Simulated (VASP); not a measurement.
Runs of VASP 6.6.1 on AlNi. The structure is that of space group P4mm (No. 99), or close to it. The cells are those of the table. 

| cell | gap on the mesh (eV) | pressure (GPa) | largest force (eV/Å) |
| --- | --- | --- | --- |
| a = 2.886 Å, 2 atoms | none | -2.6 | 0.79 |
| a = 2.910 Å, 2 atoms | none | (a) | 0.72 |
| a = 2.933 Å, 2 atoms | none | -9.6 | 0.65 |
| a = 2.862 Å, 2 atoms | none | 1.6 | 0.87 |

Alike in all rows: task single point; level PBEsol; potentials or basis VASP PAW PBE potentials, release 64 (Al, Ni); no spin polarisation; k mesh 16 × 16 × 16; cutoff (eV) 520; smearing gaussian 0.15 eV.

**Question.** Estimate the missing entries.

**Answer.** (a) -6.3.

Caveats: the PAW data sets were made with another functional, which shifts forces and pressure a little; the cell stands under tension (at least some runs).

A gap of «none» marks levels without a gap at the run's occupations.
